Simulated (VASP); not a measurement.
A run of VASP 6.6.1 is set up as follows.

INCAR

```
SYSTEM = Sr
PREC = Accurate
ENCUT = 520
EDIFF = 1E-6
ISMEAR = -1
SIGMA = 0.1
LREAL = .FALSE.
LASPH = .TRUE.
NELM = 60
ALGO = Normal
ISIF = 2
LWAVE = .FALSE.
LCHARG = .FALSE.
GGA = RP
NBANDS = 11
```

KPOINTS

```
Automatic mesh
0
G
  15 15 15
  0 0 0
```

The input POSCAR:

```
Sr
1.0
    0.0000000000      3.0798983577      3.0798983577
    3.0798983577      0.0000000000      3.0798983577
    3.0798983577      3.0798983577      0.0000000000
Sr
1
Direct
    0.0000000000      0.0000000000      0.0000000000
```

Potentials or basis: VASP PAW PBE potentials, release 64 (Sr_sv).

Run with:

```bash
$ cat potpaw_PBE.64/Sr_sv/POTCAR > POTCAR
$ mpirun -np 1 vasp_std > vasp.out
```

(1) Estimate the pressure.

(2) What does it give for the band gap on the k mesh?

## Answers

(1) 0.0 GPa.

(2) zero (bands 5 and 6 overlap by 0.11 eV).

Caveat: the PAW data sets were made with another functional, which shifts forces and pressure a little.
